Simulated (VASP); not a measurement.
Ti: single point with PBE

Ti:

```
Ti
1.0
    -1.64100    1.64100    1.67382
     1.64100   -1.64100    1.67382
     1.64100    1.64100   -1.67382
Ti
1
Cartesian
  0.0000 0.0000 0.0000
```

This cell differs from its parent crystal: zz strain of +2 %.

```
Program             : VASP 6.6.1
Task                : single point
Functional          : PBE
Potentials or basis : VASP PAW PBE potentials, release 64 (Ti_sv)
Cutoff              : 520 eV
k mesh              : 14 × 14 × 14
Occupations         : fermi-dirac, width 0.05 eV
Spin                : no spin polarisation
```

```yaml
Pressure: -4.5 GPa
Band_gap_on_the_k_mesh: zero (band 6 reaches 8.62 eV, above the bottom of band 7 at 7.09 eV)
```

Stress tensor (GPa, compression positive):
```
-4.62  0.00  0.00
 0.00 -4.62  0.00
 0.00  0.00 -4.15
```

Levels at points of the mesh, in eV from the Fermi level:
| k point | band 4 | band 5 | band 6 | band 7 | band 8 | band 9 |
| --- | --- | --- | --- | --- | --- | --- |
| (0.00, 0.00, 0.00) | -32.50 | -5.87 | 0.91 | 0.91 | 1.05 | 2.55 |
| (0.50, 0.00, 0.00) | -32.50 | -2.36 | -0.30 | 0.99 | 2.55 | 2.94 |
| (0.50, 0.50, 0.00) | -32.51 | -2.36 | -0.46 | 1.12 | 2.71 | 2.99 |
| (0.50, 0.50, 0.50) | -32.91 | -2.00 | -1.95 | 3.71 | 3.75 | 3.75 |

Run time: 52 s on 1 thread of AMD EPYC 7R43 64-Core Processor (Zen 3), with other jobs on the host, peak memory 0.14 GiB.

Caveat: the cell differs from its parent crystal (zz strain of +2 %).
